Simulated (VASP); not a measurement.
A run of VASP 6.6.1 is set up as follows.

The input INCAR:

```
ALGO     = Normal         # electronic algorithm
EDIFF    = 1E-6           # SCF threshold, eV
ENCUT    = 600            # plane-wave cutoff, eV
GGA      = PE             # functional
GGA_COMPAT= F            
ISIF     = 2              # what is computed and relaxed
ISMEAR   = 0              # smearing method
LASPH    = T              # aspherical terms in the spheres
LCHARG   = F              # write CHGCAR
LREAL    = F              # projectors in reciprocal space
LWAVE    = F              # write WAVECAR
NBANDS   = 72             # bands
NELM     = 120            # most SCF steps
PREC     = Accurate       # precision mode
SIGMA    = 0.1            # smearing width, eV
```

The input KPOINTS:

```
k-points
0
Gamma
  4 4 1
```

The input POSCAR:

```
Sn2PbO3
1.0
    3.9228498226      0.0000000000      0.0000000000
    0.0000000000      3.9228498226      0.0000000000
    0.0000000000      0.0000000000     15.8884299243
Sn Pb O
4 2 6
Direct
    0.0000000000      0.5000000000      0.7548034935
    0.5000000000      1.0000000000      0.9282081274
    1.0000000000      0.5000000000      0.0717918726
    0.5000000000      1.0000000000      0.2451965065
    0.5000000000      0.0000000000      0.6048529544
    0.0000000000      0.5000000000      0.3951470456
    0.5000000000      0.5000000000      0.6833100595
    0.0000000000      0.0000000000      0.6833100595
    0.5000000000      0.5000000000      0.0000000000
    0.0000000000      0.0000000000      0.0000000000
    0.0000000000      0.0000000000      0.3166899405
    0.5000000000      0.5000000000      0.3166899405
```

Potentials or basis: VASP PAW PBE potentials, release 64 (Sn_d, Pb_d, O).

Command:

```sh
$ cat potpaw_PBE.64/Sn_d/POTCAR potpaw_PBE.64/Pb_d/POTCAR potpaw_PBE.64/O/POTCAR > POTCAR
$ mpirun -np 1 vasp_std > vasp.out
```

Q: What does it give for the pressure?

A: 0.1 GPa.

Q: What does it give for the largest force?

A: 0.070 eV/Å.

Q: Estimate the band gap on the k mesh.

A: 0.89 eV (least direct gap 1.27 eV).

Forces on the atoms (eV/Å):
```
Sn   0.000  0.000  0.068
Sn   0.000  0.000 -0.070
Sn   0.000  0.000  0.070
Sn   0.000  0.000 -0.068
Pb   0.000  0.000 -0.033
Pb   0.000  0.000  0.033
O    0.000  0.000 -0.018
O    0.000  0.000 -0.018
O    0.000  0.000  0.000
O    0.000  0.000  0.000
O    0.000  0.000  0.018
O    0.000  0.000  0.018
```

Caveat: spin-orbit coupling is left out, which moves the levels of the heavy elements; an odd mesh through Γ misses points on the zone boundary, where band edges can lie.
